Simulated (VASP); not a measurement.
# LiF (Fm-3m) in VASP: relaxation of cell and atoms with PBE+D3(BJ)

Aim: the relaxation of cell and atoms of LiF with PBE+D3(BJ).

Program: VASP 6.6.1. These are calculated values, not measurements. Logs are shortened: lines on timing, memory, paths and dates and some standing lists are left out, and cuts for length are marked.

**1. The cell of the first run**

The structure is cubic, space group Fm-3m (No. 225). The conventional cell has a = 4.005 Å, b = 4.005 Å, c = 4.005 Å, α = 90.00°, β = 90.00°, γ = 90.00°. Li (site symmetry m-3m) has 6 F at 2.00 Å within 2.7 Å. F (site symmetry m-3m) has 6 Li at 2.00 Å within 2.7 Å.

**2. Relaxation of cell and atoms, PBE+D3(BJ)**

File INCAR:

```
ALGO = Normal ; EDIFF = 1E-7
EDIFFG = -0.01 ; ENCUT = 910
GGA = PE ; GGA_COMPAT = F
IBRION = 2 ; ISIF = 3
ISMEAR = 0 ; IVDW = 12
LASPH = T ; LCHARG = F
LREAL = F ; LWAVE = F
NELM = 120 ; NELMIN = 4
NSW = 100 ; PREC = Accurate
SIGMA = 0.02
```

File KPOINTS:

```
k-points
0
Gamma
  10 10 10
```

File POSCAR:

```
LiF
1.0
    0.0000000000      2.0023110321      2.0023110321
    2.0023110321      0.0000000000      2.0023110321
    2.0023110321      2.0023110321      0.0000000000
Li F
1 1
Direct
    0.0000000000      0.0000000000      0.0000000000
    0.5000000000      0.5000000000      0.5000000000
```

Potentials or basis: VASP PAW PBE potentials, release 64 (Li_sv, F_h).

Started as:

```
$ cat potpaw_PBE.64/Li_sv/POTCAR potpaw_PBE.64/F_h/POTCAR > POTCAR
$ mpirun -np 1 vasp_std > vasp.out
```

OUTCAR:

```text
EDIFF = 1E-7
   EDIFFG = -0.01
   ENCUT = 910
   GGA = PE
   IBRION = 2
   ISIF = 3
   ISMEAR = 0
   IVDW = 12
   LASPH = T
   LREAL = F
   NELM = 120
   NELMIN = 4
   NSW = 100
   PREC = Accurate
 IVDW          = 12

 ion  position               nearest neighbor table
   1  0.000  0.000  0.000-   2 2.00   2 2.00   2 2.00   2 2.00   2 2.00   2 2.00
   2  0.500  0.500  0.500-   1 2.00   1 2.00   1 2.00   1 2.00   1 2.00   1 2.00

  LATTYP: Found a face centered cubic cell.
 ALAT       =     4.0046220642

  Lattice vectors:

 A1 = (   0.0000000000,   2.0023110321,   2.0023110321)
 A2 = (   2.0023110321,   0.0000000000,   2.0023110321)
 A3 = (   2.0023110321,   2.0023110321,   0.0000000000)

Analysis of symmetry for initial positions (statically):
=====================================================================
 Subroutine PRICEL returns:
 Original cell was already a primitive cell.

 Routine SETGRP: Setting up the symmetry group for a
 face centered cubic supercell.

 Subroutine GETGRP returns: Found 48 space group operations
 (whereof 48 operations were pure point group operations)
 out of a pool of 48 trial point group operations.

The static configuration has the point symmetry O_h .

Analysis of symmetry for dynamics (positions and initial velocities):
=====================================================================
 Subroutine PRICEL returns:
 Original cell was already a primitive cell.

 Routine SETGRP: Setting up the symmetry group for a
 face centered cubic supercell.

 Subroutine GETGRP returns: Found 48 space group operations
 (whereof 48 operations were pure point group operations)
 out of a pool of 48 trial point group operations.

The dynamic configuration has the point symmetry O_h .

 Subroutine INISYM returns: Found 48 space group operations
 (whereof 48 operations are pure point group operations),
 and found     1 'primitive' translations

----------------------------------------------------------------------------------------

                                     Primitive cell

  volume of cell :      16.0555

  direct lattice vectors                    reciprocal lattice vectors
     0.000000000  2.002311032  2.002311032    -0.249711454  0.249711454  0.249711454
     2.002311032  0.000000000  2.002311032     0.249711454 -0.249711454  0.249711454
     2.002311032  2.002311032  0.000000000     0.249711454  0.249711454 -0.249711454

  length of vectors
     2.831695418  2.831695418  2.831695418     0.432512926  0.432512926  0.432512926

  position of ions in fractional coordinates (direct lattice)
     0.000000000  0.000000000  0.000000000
     0.500000000  0.500000000  0.500000000

  ion indices of the primitive-cell ions
   primitive index   ion index
                 1           1
                 2           2
[... 68 lines left out ...]
   LSORBIT =      F    spin-orbit coupling
   LASPH  =      T    aspherical Exc in radial PAW
   ENCUT  =  910.0 eV  66.88 Ry    8.18 a.u.   6.97  6.97  6.97*2*pi/ulx,y,z
   NELM   =    120;   NELMIN=  4; NELMDL= -5     # of ELM steps
   EDIFF  = 0.1E-06   stopping-criterion for ELM
   LREAL  =      F    real-space projection
   EDIFFG = -.1E-01   stopping-criterion for IOM
   NSW    =    100    number of steps for IOM
   IBRION =      2    ionic relax: 0-MD 1-quasi-New 2-CG
   NFREE  =      1    steps in history (QN), initial steepest desc. (CG)
   ISIF   =      3    stress and relaxation
   ISYM   =      2    0-nonsym 1-usesym 2-fastsym
   POTIM  = 0.5000    time-step for ionic-motion
   TEBEG  =    0.0;   TEEND  =   0.0 temperature during run
   PSTRESS=    0.0 pullay stress
   NELECT =      10.0000    total number of electrons
   NUPDOWN=      -1.0000    fix difference up-down
   EMIN   =  10.00;   EMAX   =-10.00  energy-range for DOS
   EFERMI =   0.00;   METHOD = LEGACY
   ISMEAR =     0;   SIGMA  =   0.02  broadening in eV -4-tet -1-fermi 0-gaus
   EFERMI_NEDOS =   21; number of points for ismear=-14 and -15
   IALGO  =     38    algorithm
   IMIX   =      4    mixing-type and parameters
     AMIX     =   0.40;   BMIX     =  1.00
     AMIX_MAG =   1.60;   BMIX_MAG =  1.00
  volume/ion in A,a.u.               =       8.03        54.17
  Fermi-wavevector in a.u.,A,eV,Ry     =   1.398084  2.641996 26.594480  1.954639
  Thomas-Fermi vector in A             =   2.521277
   LORBIT       =      0    0 simple, 1 ext, 2 COOP (PROOUT), +10 PAW based schemes
   GGA     = PE    functional components
   LHFCALC =     F    Hartree Fock is set to
   AEXX    =    0.0000 exact exchange contribution
   IVDW    =    12    specifies the selected vdW correction
   LEPSILON=     F    determine dielectric tensor
   LRPA    =     F    only Hartree local field effects (RPA)
 conjugate gradient relaxation of ions
 non-spin polarized calculation
 Gauss-broadening in eV      SIGMA  =   0.02
  energy-cutoff  :      910.00
  volume of cell :       16.06
 maximum number of plane-waves:      1012
   NGX = 13   NGY = 13   NGZ = 13

--------------------------------------- Ionic step        1  -------------------------------------------

 number of electron      10.0000000 magnetization

 number of electron       9.9999998 magnetization

 Free energy of the ion-electron system (eV)
  ---------------------------------------------------
  ext. energy  EPLUGINS =         0.00000000
  ---------------------------------------------------
  free energy    TOTEN  =        -9.63951474 eV

  energy without entropy =       -9.63951474  energy(sigma->0) =       -9.63951474

------------------------ aborting loop because EDIFF is reached ----------------------------------------

 Edisp (eV)   -0.36325

 E8    (eV) :    -0.1333
[... 71 lines left out ...]
--------------------------------------- Ionic step        3  -------------------------------------------

 number of electron       9.9999997 magnetization

 Free energy of the ion-electron system (eV)
  ---------------------------------------------------
  ext. energy  EPLUGINS =         0.00000000
  ---------------------------------------------------
  free energy    TOTEN  =        -9.63477277 eV

  energy without entropy =       -9.63477277  energy(sigma->0) =       -9.63477277

 E-fermi :  -0.0535     XC(G=0): -10.1423

 val. band max:       -0.2749161698   @ k =   0.0000   0.0000   0.0000
 cond. band min:       9.0952544728   @ k =   0.0000   0.0000   0.0000
 fundamental gap:      9.3701706426
 Fermi energy:        -0.0534704505

 k-point     1 :       0.0000    0.0000    0.0000
  band No.  band energies     occupation
      1     -41.1076      2.00000
      2     -20.3411      2.00000
      3      -0.2749      2.00000
      4      -0.2749      2.00000
      5      -0.2749      2.00000
      6       9.0953      0.00000
      7      24.1353      0.00000
      8      24.1353      0.00000
      9      24.1353      0.00000
[... 265 lines left out ...]
 k-point    24 :       0.4000    0.3000    0.0000
  band No.  band energies     occupation
      1     -41.0387      2.00000
      2     -19.7779      2.00000
      3      -2.6933      2.00000
      4      -1.1896      2.00000
      5      -1.0726      2.00000
      6      13.1122      0.00000
      7      16.7259      0.00000
      8      18.6019      0.00000
      9      20.2576      0.00000

 [... further k-points ...]

------------------------ aborting loop because EDIFF is reached ----------------------------------------

 Edisp (eV)   -0.36897

 E8    (eV) :    -0.1354
[... 25 lines left out ...]
  FREE ENERGIE OF THE ION-ELECTRON SYSTEM (eV)
  ---------------------------------------------------
  free  energy   TOTEN  =       -10.0037467166 eV

  energy  without entropy=      -10.0037467166  energy(sigma->0) =      -10.00374672

 reached required accuracy - stopping structural energy minimisation
```

It took 20 s on 1 thread of Intel Xeon Platinum 8559C (Emerald Rapids), shared host; peak memory 0.16 GiB.

What came out:

* Free energy: -10.0037 eV
* Relaxed volume: 7.91 Å³/atom
* Relaxed cell: a = 2.817 Å, b = 2.817 Å, c = 2.817 Å, α = 60.00°, β = 60.00°, γ = 60.00°
* Space group after relaxing (to 0.1 Å): Fm-3m (No. 225)
* Energy gained by relaxing: 0.5 meV/atom
* Ionic steps: 3
* Pressure after relaxing: 0.0 GPa
* Band gap on the k mesh: 9.37 eV
* Dispersion energy per atom: -0.184 eV

Step by step:
| step | energy change (eV) | largest force (eV/Å) | pressure (GPa) | volume (Å³) |
| --- | --- | --- | --- | --- |
| 1 | 0.0000 | 0.0000 | -1.30 | 16.06 |
| 2 | -0.0008 | 0.0000 | -0.49 | 15.90 |
| 3 | -0.0010 | 0.0000 | 0.00 | 15.81 |

Final structure:
```
CELL_PARAMETERS angstrom
0.00000 1.99221 1.99221
1.99221 0.00000 1.99221
1.99221 1.99221 0.00000
ATOMIC_POSITIONS crystal
Li 0.00000 0.00000 0.00000
F 0.50000 0.50000 0.50000
```

Levels at points of the mesh, in eV from the valence-band top:
| k point | band 3 | band 4 | band 5 | band 6 | band 7 | band 8 |
| --- | --- | --- | --- | --- | --- | --- |
| (0.00, 0.00, 0.00) | 0.00 | 0.00 | 0.00 | 9.37 | 24.41 | 24.41 |
| (0.50, 0.00, 0.00) | -2.62 | -0.24 | -0.24 | 10.95 | 17.12 | 19.17 |
| (0.50, 0.50, 0.00) | -3.15 | -1.05 | -1.05 | 15.12 | 16.64 | 17.83 |

Caveat: the cutoff is under 1.25 times the usual one of these potentials, so pressure, stress and relaxed cells hold a basis-set (Pulay) error. A k mesh can miss the band edges.
